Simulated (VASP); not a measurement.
A run of VASP 6.6.1 is set up as follows.

INCAR

```
PREC = Accurate ; ENCUT = 520
EDIFF = 1E-6 ; ISMEAR = -1
SIGMA = 0.05 ; LREAL = False
LASPH = True ; NELM = 80
ALGO = Normal ; ISIF = 2
LWAVE = False ; LCHARG = True
GGA = CA ; LELF = True
LVHAR = True ; NBANDS = 18
```

File KPOINTS:

```
regular mesh
0
Gamma
  6 6 4
```

Contents of POSCAR:

```
Sb
1.0
    4.5872818327      0.0000000000      0.0000000000
    0.0000000000      4.4792790402      0.0000000000
   -1.3378962428      0.0000000000      6.4480990254
Sb
4
Direct
    0.3399300000      0.2500000000      0.6836700000
    0.9366380000      0.7500000000      0.7627580000
    0.0633620000      0.2500000000      0.2372420000
    0.6600700000      0.7500000000      0.3163300000
```

Potentials or basis: VASP PAW LDA potentials, release 64 (Sb).

Command:

```bash
$ cat potpaw_LDA.64/Sb/POTCAR > POTCAR
$ mpirun -np 1 vasp_std > vasp.out
```

Q: Predict the pressure.

A: -4.8 GPa.

Q: Estimate the band gap on the k mesh.

A: Zero (band 10 reaches 5.96 eV, above the bottom of band 11 at 5.56 eV).

Q: What does it give for the largest force?

A: 0.396 eV/Å.

Stress tensor (GPa, compression positive):
```
-4.69  0.00  0.32
 0.00 -5.51  0.00
 0.32  0.00 -4.13
```

Caveat: spin-orbit coupling is left out, which moves the levels of the heavy elements.
